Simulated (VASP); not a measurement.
A run of VASP 6.6.1 is set up as follows.

INCAR

```
SYSTEM = Sb2Se3
PREC = Accurate ; ENCUT = 500
EDIFF = 1E-6 ; ISMEAR = 0
SIGMA = 0.15 ; LREAL = .FALSE.
LASPH = .TRUE. ; NELM = 120
ALGO = Normal ; ISIF = 2
LWAVE = .FALSE. ; LCHARG = .TRUE.
GGA = PE ; LELF = .TRUE.
LVHAR = .TRUE. ; NBANDS = 22
GGA_COMPAT = .FALSE.
```

KPOINTS

```
Automatic mesh
0
G
  3 3 2
  0 0 0
```

File POSCAR:

```
Sb2Se3
1.0
    5.4640724611      0.0000000000      0.0000000000
    0.0000000000      5.4640724611      0.0000000000
    0.0000000000      0.0000000000      6.9947681874
Sb Se
2 3
Direct
    0.5000000000      0.0000000000      0.0109377048
    0.0000000000      0.5000000000      0.0109377048
    0.5000000000      0.5000000000      1.0908826471
    0.5000000000      0.0000000000      0.6629178316
    0.0000000000      0.5000000000      0.6629178316
```

Potentials or basis: VASP PAW PBE potentials, release 64 (Sb, Se).

The run is started by

```console
$ cat potpaw_PBE.64/Sb/POTCAR potpaw_PBE.64/Se/POTCAR > POTCAR
$ mpirun -np 1 vasp_std > vasp.out
```

(1) What does it give for the band gap on the k mesh?

(2) Estimate the largest force.

(3) What does it give for the pressure?

## Answers

(1) 0.46 eV, indirect (least direct gap 0.52 eV).

(2) 0.090 eV/Å.

(3) 0.1 GPa.

Caveat: the k points lie up to 0.45 Å⁻¹ apart; spin-orbit coupling is left out, which moves the levels of the heavy elements; this functional lacks dispersion, which binds the layers, so the pressure and a relaxed spacing across them are unreliable.
